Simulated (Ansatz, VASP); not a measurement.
# TaN: VASP beside Ansatz

The input INCAR:

```
SYSTEM = TaN
  PREC = Accurate
  ENCUT = 520
  EDIFF = 1E-6
  ISMEAR = 0
  SIGMA = 0.15
  LREAL = .FALSE.
  LASPH = .TRUE.
  NELM = 60
  ALGO = Normal
  ISIF = 2
  LWAVE = .FALSE.
  LCHARG = .TRUE.
  GGA = PE
  LELF = .TRUE.
  LVHAR = .TRUE.
  NBANDS = 15
```

Contents of KPOINTS:

```
Automatic mesh
0
G
  18 18 18
  0 0 0
```

File POSCAR:

```
TaN
1.0
   -0.2208112257      2.2081122570      2.2964367473
    1.9873010313      0.0000000000      2.0756255216
    2.2081122570      2.2081122570     -0.2208112257
Ta N
1 1
Direct
    0.5000000000      0.5000000000      0.5000000000
    0.0000000000      0.0000000000      0.0000000000
```

Input for Ansatz:

```yaml
crystal:
  lattice:
    - [-0.2208112257, 2.208112257, 2.2964367473]
    - [1.9873010313, 0.0, 2.0756255216]
    - [2.208112257, 2.208112257, -0.2208112257]
  atoms:
    - { symbol: Ta, position: [0.5, 0.5, 0.5] }
    - { symbol: "N", position: [0.0, 0.0, 0.0] }
basis:
  ecutwfc: 520.0
kpoints:
  mp_grid: { grid: [18, 18, 18] }
hamiltonian:
  xc: pbe
  pseudopotentials: { kind: paw, azcp: { folder: soft_1 } }
scf:
  occupations: { method: gaussian, width: 0.15 }
output:
  forces: true
  stress: true
  eigenvalues: true
  write_density: true
  write_potential: true
  elf: true
  volumetric_format: npy
```

Change from the starting cell: engineering shear strain xz -0.2000, normal strain along z +0.0400.

Alike in both runs: task single point; functional PBE; k mesh 18 × 18 × 18; occupations gaussian, width 0.15 eV; no spin polarisation.

```csv
,VASP,Ansatz
version,VASP 6.6.1,Ansatz 0.2.0
potentials or method,"VASP PAW PBE potentials, release 64 (Ta_pv, N), cutoff 520 eV","scalar-relativistic, plane waves, PAW"
valence electrons in the cell,16,18
```

|  | VASP | Ansatz | Ansatz less VASP |
| --- | --- | --- | --- |
| gap on the k mesh at the Fermi level (eV) | none | none | - |
| pressure (GPa) | -6.2 | -7.1 | -0.85 |
| traceless stress, the component that is largest in VASP (GPa) | 9.72 | 9.58 | -0.136 |

A gap of «none» marks a metal or a gap that the smearing closes. The functional is the same, so the differences come from potentials, cutoffs and numerics. VASP's potentials hold 16 valence electrons a cell and Ansatz's 18, so a difference there can come from the potentials and not from the codes.

Neither program's run includes spin-orbit coupling.
